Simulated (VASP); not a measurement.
# GaO4 (Im-3m) in VASP: further runs

Runs on GaO4. Level: PBE. Tasks: single point, relaxation of cell and atoms.

Everything below comes from runs of VASP 6.6.1. Logs are shortened: lines on timing, memory, paths and dates and some standing lists are left out, and cuts for length are marked.

### Step 1. The cell of the first run

Symmetry: Im-3m, No. 229, cubic system. Conventional cell: a = 4.717 Å, b = 4.717 Å, c = 4.717 Å, α = 90.00°, β = 90.00°, γ = 90.00°. Within 2.7 Å of Ga (site symmetry m-3m) lie 8 O at 2.04 Å. Within 2.7 Å of O (site symmetry -3m) lie 2 Ga at 2.04 Å and 6 O at 2.36 Å.

The cell was generated, and may not be a known phase.

### Step 2. Single point, PBE, collinear spin, ferromagnetic start

INCAR reads:

```
SYSTEM = GaO4
PREC     = Accurate       ! precision mode
ENCUT    = 520            ! plane-wave cutoff, eV
EDIFF    = 1E-6           ! SCF threshold, eV
ISMEAR   = 0              ! smearing method
SIGMA    = 0.1            ! smearing width, eV
LREAL    = .FALSE.        ! projectors in reciprocal space
LASPH    = .TRUE.         ! aspherical terms in the spheres
NELM     = 150            ! most SCF steps
ALGO     = Normal         ! electronic algorithm
ISIF     = 2              ! what is computed and relaxed
LWAVE    = .FALSE.        ! write WAVECAR
LCHARG   = .FALSE.        ! write CHGCAR
ISPIN    = 2              ! spin polarisation
MAGMOM   = 0 1 1 1 1      ! initial moments
LORBIT   = 11             ! projections on sites
GGA      = PE             ! functional
NBANDS   = 30             ! bands
```

KPOINTS reads:

```
regular mesh
0
G
  6 6 6
  0 0 0
```

POSCAR reads:

```
GaO4
1.0
   -2.3584402100      2.3584402100      2.3584402100
    2.3584402100     -2.3584402100      2.3584402100
    2.3584402100      2.3584402100     -2.3584402100
Ga O
1 4
Direct
    0.0000000000      0.0000000000      0.0000000000
    0.0000000000      0.0000000000      0.5000000000
    0.5000000000      0.0000000000      0.0000000000
    0.5000000000      0.5000000000      0.5000000000
    0.0000000000      0.5000000000      0.0000000000
```

Potentials or basis: VASP PAW PBE potentials, release 64 (Ga_d, O).

Command:

```console
$ cat potpaw_PBE.64/Ga_d/POTCAR potpaw_PBE.64/O/POTCAR > POTCAR
$ mpirun -np 1 vasp_std > vasp.out
```

OUTCAR:

```text
SYSTEM = GaO4
   PREC = Accurate
   ENCUT = 520
   EDIFF = 1E-6
   ISMEAR = 0
   LREAL = .FALSE.
   LASPH = .TRUE.
   NELM = 150
   ISIF = 2
   ISPIN = 2
   LORBIT = 11
   GGA = PE

 ion  position               nearest neighbor table
   1  0.000  0.000  0.000-   2 2.04   3 2.04   4 2.04   5 2.04   2 2.04   5 2.04   3 2.04   4 2.04

   2  0.000  0.000  0.500-   1 2.04   1 2.04
   3  0.500  0.000  0.000-   1 2.04   1 2.04
   4  0.500  0.500  0.500-   1 2.04   1 2.04
   5  0.000  0.500  0.000-   1 2.04   1 2.04

  LATTYP: Found a body centered cubic cell.
 ALAT       =     4.7168804200

  Lattice vectors:

 A1 = (  -2.3584402100,   2.3584402100,   2.3584402100)
 A2 = (   2.3584402100,  -2.3584402100,   2.3584402100)
 A3 = (   2.3584402100,   2.3584402100,  -2.3584402100)

Analysis of symmetry for initial positions (statically):
=====================================================================
 Subroutine PRICEL returns:
 Original cell was already a primitive cell.

 Routine SETGRP: Setting up the symmetry group for a
 body centered cubic supercell.

 Subroutine GETGRP returns: Found 48 space group operations
 (whereof 48 operations were pure point group operations)
 out of a pool of 48 trial point group operations.

The static configuration has the point symmetry O_h .

Analysis of symmetry for dynamics (positions and initial velocities):
=====================================================================
 Subroutine PRICEL returns:
 Original cell was already a primitive cell.

 Routine SETGRP: Setting up the symmetry group for a
 body centered cubic supercell.

 Subroutine GETGRP returns: Found 48 space group operations
 (whereof 48 operations were pure point group operations)
 out of a pool of 48 trial point group operations.

The dynamic configuration has the point symmetry O_h .

Analysis of structural, dynamic, and magnetic symmetry:
=====================================================================
 Subroutine PRICEL returns:
 Original cell was already a primitive cell.

 Routine SETGRP: Setting up the symmetry group for a
 body centered cubic supercell.

 Subroutine GETGRP returns: Found 48 space group operations
 (whereof 48 operations were pure point group operations)
 out of a pool of 48 trial point group operations.

The overall configuration has the point symmetry O_h .

 Subroutine INISYM returns: Found 48 space group operations
 (whereof 48 operations are pure point group operations),
 and found     1 'primitive' translations

----------------------------------------------------------------------------------------

                                     Primitive cell

  volume of cell :      52.4728

  direct lattice vectors                    reciprocal lattice vectors
    -2.358440210  2.358440210  2.358440210     0.000000000  0.212004527  0.212004527
     2.358440210 -2.358440210  2.358440210     0.212004527  0.000000000  0.212004527
     2.358440210  2.358440210 -2.358440210     0.212004527  0.212004527  0.000000000

  length of vectors
     4.084938270  4.084938270  4.084938270     0.299819677  0.299819677  0.299819677

  position of ions in fractional coordinates (direct lattice)
     0.000000000  0.000000000  0.000000000
     0.000000000  0.000000000  0.500000000
     0.500000000  0.000000000  0.000000000
     0.500000000  0.500000000  0.500000000
     0.000000000  0.500000000  0.000000000

  ion indices of the primitive-cell ions
   primitive index   ion index
                 1           1
                 2           2
                 3           3
                 4           4
                 5           5

----------------------------------------------------------------------------------------

 KPOINTS: regular mesh

Automatic generation of k-mesh.
 Grid dimensions read from file:
 generate k-points for:    6    6    6

 Generating k-lattice:

  Cartesian coordinates                     Fractional coordinates (reciprocal lattice)
     0.000000000  0.035334088  0.035334088     0.166666667  0.000000000  0.000000000
     0.035334088  0.000000000  0.035334088     0.000000000  0.166666667  0.000000000
     0.035334088  0.035334088  0.000000000     0.000000000  0.000000000  0.166666667

  Length of vectors
     0.049969946  0.049969946  0.049969946

  Shift w.r.t. Gamma in fractional coordinates (k-lattice)
     0.000000000  0.000000000  0.000000000

 Subroutine IBZKPT returns following result:
 ===========================================

 Found     16 irreducible k-points:

 Following reciprocal coordinates:
            Coordinates               Weight
  0.000000  0.000000  0.000000      1.000000
  0.166667  0.000000  0.000000     12.000000
  0.333333  0.000000  0.000000     12.000000
  0.500000  0.000000  0.000000      6.000000
  0.166667  0.166667  0.000000     24.000000
  0.333333  0.166667  0.000000     48.000000
[... 8 lines left out ...]
  0.500000  0.500000  0.333333     12.000000
  0.500000  0.500000  0.500000      1.000000
   k-points           NKPTS =     16   k-points in BZ     NKDIM =     16   number of bands    NBANDS=     30
   number of dos      NEDOS =    301   number of ions     NIONS =      5
   total plane-waves  NPLWV =  27000
   dimension x,y,z NGX =    30 NGY =   30 NGZ =   30
   dimension x,y,z NGXF=    60 NGYF=   60 NGZF=   60
   ions per type =               1   4
   NGX,Y,Z   is equivalent  to a cutoff of  12.21, 12.21, 12.21 a.u.
   NGXF,Y,Z  is equivalent  to a cutoff of  24.42, 24.42, 24.42 a.u.
 SYSTEM =  GaO4
   PREC   = accura    normal or accurate (medium, high low for compatibility)
   ISTART =      0    job   : 0-new  1-cont  2-samecut
   ICHARG =      2    charge: 1-file 2-atom 10-const
   ISPIN  =      2    spin polarized calculation?
   LNONCOLLINEAR =      F non collinear calculations
   LSORBIT =      F    spin-orbit coupling
   LASPH  =      T    aspherical Exc in radial PAW
   ENCUT  =  520.0 eV  38.22 Ry    6.18 a.u.   7.60  7.60  7.60*2*pi/ulx,y,z
   NELM   =    150;   NELMIN=  2; NELMDL= -5     # of ELM steps
   EDIFF  = 0.1E-05   stopping-criterion for ELM
   LREAL  =      F    real-space projection
   EDIFFG = 0.1E-04   stopping-criterion for IOM
   NSW    =      0    number of steps for IOM
   IBRION =     -1    ionic relax: 0-MD 1-quasi-New 2-CG
   NFREE  =      0    steps in history (QN), initial steepest desc. (CG)
   ISIF   =      2    stress and relaxation
   ISYM   =      2    0-nonsym 1-usesym 2-fastsym
   POTIM  = 0.5000    time-step for ionic-motion
   TEBEG  =    0.0;   TEEND  =   0.0 temperature during run
   PSTRESS=    0.0 pullay stress
   NELECT =      37.0000    total number of electrons
   NUPDOWN=      -1.0000    fix difference up-down
   EMIN   =  10.00;   EMAX   =-10.00  energy-range for DOS
   EFERMI =   0.00;   METHOD = LEGACY
   ISMEAR =     0;   SIGMA  =   0.10  broadening in eV -4-tet -1-fermi 0-gaus
   EFERMI_NEDOS =   21; number of points for ismear=-14 and -15
   IALGO  =     38    algorithm
   IMIX   =      4    mixing-type and parameters
     AMIX     =   0.40;   BMIX     =  1.00
     AMIX_MAG =   1.60;   BMIX_MAG =  1.00
  volume/ion in A,a.u.               =      10.49        70.82
  Fermi-wavevector in a.u.,A,eV,Ry     =   1.457126  2.753569 28.888123  2.123217
  Thomas-Fermi vector in A             =   2.573964
   LORBIT       =     11    0 simple, 1 ext, 2 COOP (PROOUT), +10 PAW based schemes
   GGA     = PE    functional components
   LHFCALC =     F    Hartree Fock is set to
   AEXX    =    0.0000 exact exchange contribution
   IVDW    =     0    specifies the selected vdW correction
   LEPSILON=     F    determine dielectric tensor
   LRPA    =     F    only Hartree local field effects (RPA)
 spin polarized calculation
 Gauss-broadening in eV      SIGMA  =   0.10
  energy-cutoff  :      520.00
  volume of cell :       52.47
 maximum number of plane-waves:      1433
   NGX = 15   NGY = 15   NGZ = 15

 number of electron      36.9999997 magnetization       4.6041076

 Free energy of the ion-electron system (eV)
  ---------------------------------------------------
  ext. energy  EPLUGINS =         0.00000000
  ---------------------------------------------------
  free energy    TOTEN  =       -20.66904287 eV

  energy without entropy =      -20.65731036  energy(sigma->0) =      -20.66317661

 E-fermi :   1.6515     XC(G=0): -10.9045

 val. band max:        1.6295749576   @ k =  -0.3333   0.3333   0.3333
 cond. band min:       1.6650231533   @ k =   0.1667   0.0000   0.0000
 fundamental gap:      0.0354481958
 Fermi energy:         1.6515183390

 spin component 1

 k-point     1 :       0.0000    0.0000    0.0000
  band No.  band energies     occupation
      1     -18.3535      1.00000
      2     -15.6637      1.00000
      3     -15.6637      1.00000
      4     -15.6637      1.00000
      5     -11.3061      1.00000
      6     -11.3061      1.00000
[... 517 lines left out ...]
     29      19.2355      0.00000
     30      19.2355      0.00000
 Fermi energy:         1.6515183390

 spin component 2

 k-point     1 :       0.0000    0.0000    0.0000
  band No.  band energies     occupation
      1     -16.7523      1.00000
      2     -13.9800      1.00000
      3     -13.9800      1.00000
      4     -13.9800      1.00000
      5     -11.3195      1.00000
      6     -11.3195      1.00000
[... 517 lines left out ...]
     29      19.7702      0.00000
     30      19.7702      0.00000

------------------------ aborting loop because EDIFF is reached ----------------------------------------

  FORCE on cell =-STRESS in cart. coord.  units (eV):
  Direction    XX          YY          ZZ          XY          YZ          ZX
  --------------------------------------------------------------------------------------
  -------------------------------------------------------------------------------------
  Total        1.8710865      1.8710865      1.8710865     -0.0000000     -0.0000000     -0.0000000
  in kB       57.1307385     57.1307385     57.1307385     -0.0000000     -0.0000000     -0.0000000
  external PRESSURE =      57.1307385 kB  Pullay stress =       0.0000000 kB

 VOLUME and BASIS-vectors are now :
 -----------------------------------------------------------------------------
  energy-cutoff  :      520.00
  volume of cell :       52.47
      direct lattice vectors                 reciprocal lattice vectors
    -2.358440210  2.358440210  2.358440210     0.000000000  0.212004527  0.212004527
     2.358440210 -2.358440210  2.358440210     0.212004527  0.000000000  0.212004527
     2.358440210  2.358440210 -2.358440210     0.212004527  0.212004527  0.000000000

 POSITION                                       TOTAL-FORCE (eV/Angst)
 -----------------------------------------------------------------------------------
      0.00000      0.00000      0.00000         0.000000     -0.000000      0.000000
      1.17922      1.17922     -1.17922        -0.000000     -0.000000      0.000000
     -1.17922      1.17922      1.17922         0.000000      0.000000     -0.000000
      1.17922      1.17922      1.17922        -0.000000      0.000000     -0.000000
      1.17922     -1.17922      1.17922         0.000000     -0.000000      0.000000
 -----------------------------------------------------------------------------------
    total drift:                                0.000000      0.000000     -0.000000

  FREE ENERGIE OF THE ION-ELECTRON SYSTEM (eV)
  ---------------------------------------------------
  free  energy   TOTEN  =       -20.6690428658 eV

  energy  without entropy=      -20.6573103601  energy(sigma->0) =      -20.66317661

 total charge

# of ion       s       p       d       tot
------------------------------------------
    1        0.607   0.661  10.246  11.514
    2        1.615   3.159   0.000   4.774
    3        1.615   3.159   0.000   4.774
    4        1.615   3.159   0.000   4.774
    5        1.615   3.159   0.000   4.774
--------------------------------------------------
tot          7.067  13.298  10.246  30.611

 magnetization (x)

# of ion       s       p       d       tot
------------------------------------------
    1       -0.036  -0.038   0.011  -0.064
    2        0.016   0.993   0.000   1.009
    3        0.016   0.993   0.000   1.009
    4        0.016   0.993   0.000   1.009
    5        0.016   0.993   0.000   1.009
--------------------------------------------------
tot          0.026   3.934   0.011   3.971
```

Run time: 29 s. Hardware: 1 thread of Intel Xeon 6975P-C (Granite Rapids), shared host; peak memory 0.2 GiB.

Results:

```yaml
Free_energy: -20.6690 eV
Pressure: 5.7 GPa
Net_moment: 4.60 μB per cell
Site_moments: Ga -0.06; O +1.01 μB
Valence_electrons_inside_the_program's_atomic_spheres: Ga 11.51; O 4.77
```

Caveat: the cell stands under pressure.

### Step 3. Single point, PBE, collinear spin, ferromagnetic start

This run uses another cell than the first one, of 10.96 Å³/atom.

INCAR reads:

```
SYSTEM = GaO4
PREC = Accurate ; ENCUT = 520
EDIFF = 1E-6 ; ISMEAR = 0
SIGMA = 0.1 ; LREAL = .False.
LASPH = .True. ; NELM = 150
ALGO = Normal ; ISIF = 2
LWAVE = .False. ; LCHARG = .True.
ISPIN = 2 ; MAGMOM = 0 1 1 1 1
LORBIT = 11 ; GGA = PE
LELF = .True. ; LVHAR = .True.
NBANDS = 30
```

KPOINTS reads:

```
Automatic mesh
0
Gamma
  6 6 6
  0 0 0
```

Edit POSCAR of step 2 so:

```diff
@@ -2,5 +2,5 @@
 1.0
-   -2.3584402100      2.3584402100      2.3584402100
-    2.3584402100     -2.3584402100      2.3584402100
-    2.3584402100      2.3584402100     -2.3584402100
+   -2.3930970133      2.3930970133      2.3930970133
+    2.3930970133     -2.3930970133      2.3930970133
+    2.3930970133      2.3930970133     -2.3930970133
 Ga O
```

Potentials or basis: VASP PAW PBE potentials, release 64 (Ga_d, O).

Command:

```console
$ cat potpaw_PBE.64/Ga_d/POTCAR potpaw_PBE.64/O/POTCAR > POTCAR
$ mpirun -np 1 vasp_std > vasp.out
```

Wall time 28 s (1 thread of Intel Xeon 6975P-C (Granite Rapids), shared host); peak memory 0.21 GiB.

It converged, with:

```
Free energy                                           : -20.7175 eV
Pressure                                              : 0.5 GPa
Net moment                                            : 4.81 μB per cell
Site moments                                          : Ga -0.07; O +1.05 μB
Valence electrons inside the program's atomic spheres : Ga 11.43; O 4.76
```

Levels at points of the mesh, in eV from the Fermi level:
Spin up:
| k point | band 19 | band 20 | band 21 | band 22 | band 23 | band 24 |
| --- | --- | --- | --- | --- | --- | --- |
| (0.00, 0.00, 0.00) | -0.41 | 0.18 | 0.18 | 2.00 | 10.57 | 11.44 |
| (0.50, 0.00, 0.00) | -1.76 | -0.41 | -0.32 | 6.21 | 10.27 | 12.31 |
| (0.50, 0.50, 0.50) | -0.21 | -0.21 | -0.21 | 8.99 | 9.74 | 9.74 |
Spin down:
```tsv
k point	band 12	band 13	band 14	band 15	band 16	band 17	band 18	band 19	band 20	band 21
(0.00, 0.00, 0.00)	-4.50	-1.94	-1.94	-1.94	1.14	1.37	1.37	1.37	2.29	2.82
(0.50, 0.00, 0.00)	-1.82	-1.58	-1.15	-0.90	-0.48	-0.31	0.37	0.58	1.98	2.05
(0.50, 0.50, 0.50)	-3.43	-1.40	-1.40	-1.40	1.59	1.59	1.59	2.36	2.36	2.36
```

### Step 4. Relaxation of cell and atoms, PBE, collinear spin, ferromagnetic start

INCAR reads:

```
PREC = Accurate ; ENCUT = 600
EDIFF = 1E-7 ; ISMEAR = 0
SIGMA = 0.1 ; LREAL = False
LASPH = True ; NELM = 150
ALGO = Normal ; ISIF = 3
LWAVE = False ; LCHARG = False
ISPIN = 2 ; MAGMOM = 0 1 1 1 1
LORBIT = 11 ; GGA = PE
IBRION = 2 ; NSW = 90
EDIFFG = -0.04
```

KPOINTS reads:

```
regular mesh
0
Gamma
  6 6 6
```

Edit POSCAR of step 3 so:

```diff
@@ -2,5 +2,5 @@
 1.0
-   -2.3930970133      2.3930970133      2.3930970133
-    2.3930970133     -2.3930970133      2.3930970133
-    2.3930970133      2.3930970133     -2.3930970133
+   -2.3584402100      2.3584402100      2.3584402100
+    2.3584402100     -2.3584402100      2.3584402100
+    2.3584402100      2.3584402100     -2.3584402100
 Ga O
```

Command:

```console
$ cat potpaw_PBE.64/Ga_d/POTCAR potpaw_PBE.64/O/POTCAR > POTCAR
$ mpirun -np 1 vasp_std > vasp.out
```

Run time: 63 s. Hardware: 1 thread of Intel Xeon 6975P-C (Granite Rapids), shared host; peak memory 0.26 GiB.

Results (log left out):

| Property | Result |
| --- | --- |
| Free energy | -20.7160 eV |
| Relaxed volume | 11.06 Å³/atom |
| Relaxed cell | a = 4.157 Å, b = 4.157 Å, c = 4.157 Å, α = 109.47°, β = 109.47°, γ = 109.47° |
| Space group after relaxing (to 0.1 Å) | Im-3m (No. 229) |
| Energy gained by relaxing | 8.6 meV/atom |
| Ionic steps | 2 |
| Pressure after relaxing | -0.4 GPa |
| Net moment | 4.85 μB per cell |
| Site moments | Ga -0.07; O +1.06 μB |
| Valence electrons inside the program's atomic spheres | Ga 11.42; O 4.75 |

The path:
```csv
step,energy change (eV),largest force (eV/Å),pressure (GPa),volume (Å³)
1,0.0000,0.0000,5.59,52.47
2,-0.0428,0.0000,-0.43,55.30
```

Final structure:
```
Ga O
1.0
    -2.40009    2.40009    2.40009
     2.40009   -2.40009    2.40009
     2.40009    2.40009   -2.40009
Ga O
1 4
Direct
  0.00000 0.00000 0.00000
  0.00000 0.00000 0.50000
  0.50000 0.00000 0.00000
  0.50000 0.50000 0.50000
  0.00000 0.50000 0.00000
```

Levels at points of the mesh, in eV from the Fermi level:
Spin up:
```csv
k point,band 19,band 20,band 21,band 22,band 23,band 24
"(0.00, 0.00, 0.00)",-0.42,0.15,0.15,1.92,10.53,11.43
"(0.50, 0.00, 0.00)",-1.76,-0.44,-0.35,6.10,10.18,12.25
"(0.50, 0.50, 0.50)",-0.24,-0.24,-0.24,8.86,9.67,9.67
```
Spin down:
| k point | band 13 | band 14 | band 15 | band 16 | band 17 | band 18 | band 19 | band 20 |
| --- | --- | --- | --- | --- | --- | --- | --- | --- |
| (0.00, 0.00, 0.00) | -1.90 | -1.90 | -1.90 | 1.12 | 1.37 | 1.37 | 1.37 | 2.20 |
| (0.50, 0.00, 0.00) | -1.54 | -1.12 | -0.88 | -0.48 | -0.29 | 0.38 | 0.59 | 1.97 |
| (0.50, 0.50, 0.50) | -1.38 | -1.38 | -1.38 | 1.59 | 1.59 | 1.59 | 2.36 | 2.36 |

(Continued in part 2 of 2.)
